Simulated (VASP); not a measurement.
# SnO (C2/m) in VASP: electric field gradients with PBE

Aim: the electric field gradients of SnO with PBE.

Everything below comes from runs of VASP 6.6.1. Logs are shortened: lines on timing, memory, paths and dates and some standing lists are left out, and cuts for length are marked.

### Step 1. The cell of the first run

The structure is monoclinic, space group C2/m (No. 12). The conventional cell has a = 5.297 Å, b = 5.457 Å, c = 4.837 Å, α = 90.00°, β = 92.45°, γ = 90.00°. Within 2.9 Å of Sn (site symmetry m) lie 4 O at 2.19 to 2.25 Å. O (site symmetry 2) has 4 Sn at 2.19 to 2.25 Å and 4 O at 2.65 to 2.73 Å within 2.9 Å.

### Step 2. Electric field gradients, PBE (equal xy, yz and zx shear strains of -3 %)

File INCAR:

```
SYSTEM = SnO
  PREC = Accurate
  ENCUT = 1000
  EDIFF = 1E-8
  ISMEAR = -1
  SIGMA = 0.01
  LREAL = .FALSE.
  LASPH = .TRUE.
  NELM = 120
  ALGO = Normal
  ISIF = 2
  LWAVE = .FALSE.
  LCHARG = .FALSE.
  GGA = PE
  LEFG = .TRUE.
  NBANDS = 28
  GGA_COMPAT = .FALSE.
```

File KPOINTS:

```
regular mesh
0
G
  8 8 6
  0 0 0
```

File POSCAR:

```
SnO
1.0
    3.8020000000     -0.0570300000     -0.0570300000
   -0.0570300000      3.8020000000     -0.0570300000
   -0.0725400000     -0.0725400000      4.8360000000
Sn O
2 2
Direct
    0.0000000000      0.5000000000      0.2385000000
    0.5000000000      0.0000000000      0.7615000000
    0.0000000000      0.0000000000      0.0000000000
    0.5000000000      0.5000000000      0.0000000000
```

Potentials or basis: VASP PAW PBE potentials, release 64 (Sn_d, O_h).

Started as:

```sh
> cat potpaw_PBE.64/Sn_d/POTCAR potpaw_PBE.64/O_h/POTCAR > POTCAR
> mpirun -np 1 vasp_std > vasp.out
```

OUTCAR:

```text
SYSTEM = SnO
   PREC = Accurate
   ENCUT = 1000
   EDIFF = 1E-8
   ISMEAR = -1
   LREAL = .FALSE.
   LASPH = .TRUE.
   NELM = 120
   ISIF = 2
   GGA = PE

 ion  position               nearest neighbor table
   1  0.000  0.500  0.239-   3 2.19   4 2.19   3 2.25   4 2.25   2 3.44   2 3.57   2 3.57   2 3.58
                             2 3.59   2 3.72   2 3.72   2 3.74
   2  0.500  0.000  0.761-   3 2.19   4 2.19   4 2.25   3 2.25   1 3.44   1 3.57   1 3.57   1 3.58
                             1 3.59   1 3.72   1 3.72   1 3.74
   3  0.000  0.000  0.000-   1 2.19   2 2.19   1 2.25   2 2.25
   4  0.500  0.500  0.000-   1 2.19   2 2.19   2 2.25   1 2.25

  LATTYP: Found a base centered monoclinic cell.
 ALAT       =     5.2974154345
 B/A-ratio  =     1.0302179678
 C/A-ratio  =     1.3250374009
 COS(beta)  =    -0.7252498369

  Lattice vectors:

 A1 = (  -3.8020000000,   0.0570300000,   0.0570300000)
 A2 = (   0.0570300000,  -3.8020000000,   0.0570300000)
 A3 = (   3.6724300000,   3.6724300000,   4.7219400000)

Analysis of symmetry for initial positions (statically):
=====================================================================
 Subroutine PRICEL returns:
 Original cell was already a primitive cell.

 Routine SETGRP: Setting up the symmetry group for a
 base centered monoclinic supercell.

 Subroutine GETGRP returns: Found  4 space group operations
 (whereof  2 operations were pure point group operations)
 out of a pool of  4 trial point group operations.

The static configuration has the point symmetry C_2 .
 The point group associated with its full space group is C_2h.

Analysis of symmetry for dynamics (positions and initial velocities):
=====================================================================
 Subroutine PRICEL returns:
 Original cell was already a primitive cell.

 Routine SETGRP: Setting up the symmetry group for a
 base centered monoclinic supercell.

 Subroutine GETGRP returns: Found  4 space group operations
 (whereof  2 operations were pure point group operations)
 out of a pool of  4 trial point group operations.

The dynamic configuration has the point symmetry C_2 .
 The point group associated with its full space group is C_2h.

 Subroutine INISYM returns: Found  4 space group operations
 (whereof  2 operations are pure point group operations),
 and found     1 'primitive' translations

----------------------------------------------------------------------------------------

                                     Primitive cell

  volume of cell :      69.8577

  direct lattice vectors                    reciprocal lattice vectors
     3.802000000 -0.057030000 -0.057030000     0.263139680  0.004007203  0.004007203
    -0.057030000  3.802000000 -0.057030000     0.004007203  0.263139680  0.004007203
    -0.072540000 -0.072540000  4.836000000     0.003150411  0.003150411  0.206876977

  length of vectors
     3.802855354  3.802855354  4.837087978     0.263200696  0.263200696  0.206924947

  position of ions in fractional coordinates (direct lattice)
     0.000000000  0.500000000  0.238500000
     0.500000000  0.000000000  0.761500000
     0.000000000  0.000000000  0.000000000
     0.500000000  0.500000000  0.000000000

  ion indices of the primitive-cell ions
   primitive index   ion index
                 1           1
                 2           2
                 3           3
                 4           4

----------------------------------------------------------------------------------------

 KPOINTS: regular mesh

Automatic generation of k-mesh.
 Grid dimensions read from file:
 generate k-points for:    8    8    6

 Generating k-lattice:

  Cartesian coordinates                     Fractional coordinates (reciprocal lattice)
     0.032892460  0.000500900  0.000500900     0.125000000  0.000000000  0.000000000
     0.000500900  0.032892460  0.000500900     0.000000000  0.125000000  0.000000000
     0.000525068  0.000525068  0.034479496     0.000000000  0.000000000  0.166666667

[... 45 lines left out ...]
   NGXF,Y,Z  is equivalent  to a cutoff of  34.97, 34.97, 34.37 a.u.
 SYSTEM =  SnO
   PREC   = accura    normal or accurate (medium, high low for compatibility)
   ISTART =      0    job   : 0-new  1-cont  2-samecut
   ICHARG =      2    charge: 1-file 2-atom 10-const
   ISPIN  =      1    spin polarized calculation?
   LNONCOLLINEAR =      F non collinear calculations
   LSORBIT =      F    spin-orbit coupling
   LASPH  =      T    aspherical Exc in radial PAW
   ENCUT  = 1000.0 eV  73.50 Ry    8.57 a.u.   9.81  9.81 12.47*2*pi/ulx,y,z
   NELM   =    120;   NELMIN=  2; NELMDL= -5     # of ELM steps
   EDIFF  = 0.1E-07   stopping-criterion for ELM
   LREAL  =      F    real-space projection
   EDIFFG = 0.1E-06   stopping-criterion for IOM
   NSW    =      0    number of steps for IOM
   IBRION =     -1    ionic relax: 0-MD 1-quasi-New 2-CG
   NFREE  =      0    steps in history (QN), initial steepest desc. (CG)
   ISIF   =      2    stress and relaxation
   ISYM   =      2    0-nonsym 1-usesym 2-fastsym
   POTIM  = 0.5000    time-step for ionic-motion
   TEBEG  =    0.0;   TEEND  =   0.0 temperature during run
   PSTRESS=    0.0 pullay stress
   NELECT =      40.0000    total number of electrons
   NUPDOWN=      -1.0000    fix difference up-down
   EMIN   =  10.00;   EMAX   =-10.00  energy-range for DOS
   EFERMI =   0.00;   METHOD = LEGACY
   ISMEAR =    -1;   SIGMA  =   0.01  broadening in eV -4-tet -1-fermi 0-gaus
   EFERMI_NEDOS =   21; number of points for ismear=-14 and -15
   IALGO  =     38    algorithm
   IMIX   =      4    mixing-type and parameters
     AMIX     =   0.40;   BMIX     =  1.00
     AMIX_MAG =   1.60;   BMIX_MAG =  1.00
  volume/ion in A,a.u.               =      17.46       117.86
  Fermi-wavevector in a.u.,A,eV,Ry     =   1.359430  2.568949 25.144230  1.848049
  Thomas-Fermi vector in A             =   2.486178
   LORBIT       =      0    0 simple, 1 ext, 2 COOP (PROOUT), +10 PAW based schemes
   GGA     = PE    functional components
   LHFCALC =     F    Hartree Fock is set to
   AEXX    =    0.0000 exact exchange contribution
   IVDW    =     0    specifies the selected vdW correction
   LEPSILON=     F    determine dielectric tensor
   LRPA    =     F    only Hartree local field effects (RPA)
 non-spin polarized calculation
  energy-cutoff  :     1000.00
  volume of cell :       69.86
 maximum number of plane-waves:      5036
   NGX = 19   NGY = 19   NGZ = 25

 number of electron      39.9999994 magnetization

 Free energy of the ion-electron system (eV)
  ---------------------------------------------------
  ext. energy  EPLUGINS =         0.00000000
  ---------------------------------------------------
  free energy    TOTEN  =       -22.64441219 eV

  energy without entropy =      -22.64428381  energy(sigma->0) =      -22.64434800

 E-fermi :   7.4756     XC(G=0): -10.2732

 val. band max:        7.4722257867   @ k =   0.0000   0.0000   0.0000
 cond. band min:       7.5503565088   @ k =   0.5000   0.5000   0.0000
 fundamental gap:      0.0781307221
 Fermi energy:         7.4756252958

 k-point     1 :       0.0000    0.0000    0.0000
  band No.  band energies     occupation
      1     -14.6041      2.00000
      2     -14.1795      2.00000
      3     -14.1599      2.00000
      4     -14.1436      2.00000
      5     -14.1150      2.00000
      6     -14.1076      2.00000
[... 733 lines left out ...]
     27      15.0383      0.00000
     28      17.7759      0.00000

 [... further k-points ...]

------------------------ aborting loop because EDIFF is reached ----------------------------------------

  FORCE on cell =-STRESS in cart. coord.  units (eV):
  Direction    XX          YY          ZZ          XY          YZ          ZX
  --------------------------------------------------------------------------------------
  -------------------------------------------------------------------------------------
  Total        2.2636110      2.2636110      1.7308215      1.1073533      0.7539093      0.7539069
  in kB       51.9156192     51.9156192     39.6961637     25.3970008     17.2908104     17.2907557
  external PRESSURE =      47.8424674 kB  Pullay stress =       0.0000000 kB

 VOLUME and BASIS-vectors are now :
 -----------------------------------------------------------------------------
  energy-cutoff  :     1000.00
  volume of cell :       69.86
      direct lattice vectors                 reciprocal lattice vectors
     3.802000000 -0.057030000 -0.057030000     0.263139680  0.004007203  0.004007203
    -0.057030000  3.802000000 -0.057030000     0.004007203  0.263139680  0.004007203
    -0.072540000 -0.072540000  4.836000000     0.003150411  0.003150411  0.206876977

 POSITION                                       TOTAL-FORCE (eV/Angst)
 -----------------------------------------------------------------------------------
     -0.04582      1.88370      1.12487         0.191699      0.191699      0.465280
      1.84576     -0.08375      3.65410        -0.191699     -0.191699     -0.465280
      0.00000      0.00000      0.00000         0.128173     -0.128173     -0.000000
      1.87248      1.87248     -0.05703        -0.128173      0.128173     -0.000000
 -----------------------------------------------------------------------------------
    total drift:                               -0.000000      0.000000      0.000000

  FREE ENERGIE OF THE ION-ELECTRON SYSTEM (eV)
  ---------------------------------------------------
  free  energy   TOTEN  =       -22.6444121945 eV

  energy  without entropy=      -22.6442838107  energy(sigma->0) =      -22.64434800

 Electric field gradients (V/A^2)
---------------------------------------------------------------------
 ion       V_xx      V_yy      V_zz      V_xy      V_xz      V_yz
---------------------------------------------------------------------
   1      82.369    82.369  -164.739     4.116   -27.121   -27.121
   2      82.369    82.369  -164.739     4.116   -27.121   -27.121
   3      -1.023    -1.023     2.047    -9.528     0.753     0.753
   4      -1.023    -1.023     2.047    -9.528     0.753     0.753
---------------------------------------------------------------------

 Electric field gradients after diagonalization (V/A^2)
 (convention: |V_zz| > |V_xx| > |V_yy|)
----------------------------------------------------------------------
 ion       V_xx      V_yy      V_zz     asymmetry (V_yy - V_xx)/ V_zz
----------------------------------------------------------------------
   1      92.210    78.254  -170.464       0.082
   2      92.210    78.254  -170.464       0.082
   3       8.504     2.136   -10.640       0.599
   4       8.504     2.136   -10.640       0.599
----------------------------------------------------------------------

           NMR quadrupolar parameters

 Cq : quadrupolar parameter    Cq=e*Q*V_zz/h
 eta: asymmetry parameters     (V_yy - V_xx)/ V_zz
 Q  : nuclear electric quadrupole moment in mb (millibarn)
----------------------------------------------------------------------
 ion       Cq(MHz)       eta       Q (mb)
----------------------------------------------------------------------
   1      -0.412       0.082       1.000
   2      -0.412       0.082       1.000
   3      -0.026       0.599       1.000
   4      -0.026       0.599       1.000
----------------------------------------------------------------------
```

Wall time 8.5 min (1 thread of Intel Xeon Platinum 8259CL at 2.50GHz (Skylake/Cascade Lake), shared host); peak memory 0.61 GiB.

What came out:

```
Free energy                             : -22.6444 eV
Pressure                                : 4.8 GPa
Largest force                           : 0.539 eV/Å
Band gap on the k mesh                  : zero (bands 20 and 21 overlap by 0.01 eV)
Largest electric field gradient by atom : Sn -170.5; O -10.6 V/Å²
```

Forces on the atoms (eV/Å):
```
Sn   0.192  0.192  0.465
Sn  -0.192 -0.192 -0.465
O    0.128 -0.128  0.000
O   -0.128  0.128  0.000
```

Stress tensor (GPa, compression positive):
```
5.19 2.54 1.73
2.54 5.19 1.73
1.73 1.73 3.97
```

Electric field gradients, principal values (V/Å²):
```tsv
atom	least	middle	greatest (by size)
1 Sn	78.254	92.210	-170.464
2 Sn	78.254	92.210	-170.464
3 O	2.136	8.504	-10.640
4 O	2.136	8.504	-10.640
```

Caveat: the cell differs from its parent crystal (equal xy, yz and zx shear strains of -3 %); the cell stands under pressure; semilocal functionals underestimate gaps, and a narrow one can read as zero; without QUAD_EFG the Cq values of the log hold for a quadrupole moment of 1 mb, not for the nuclei; spin-orbit coupling is left out, which moves the levels of the heavy elements.

The gap in the log of VASP goes by the Fermi energy; the results here count the filled bands.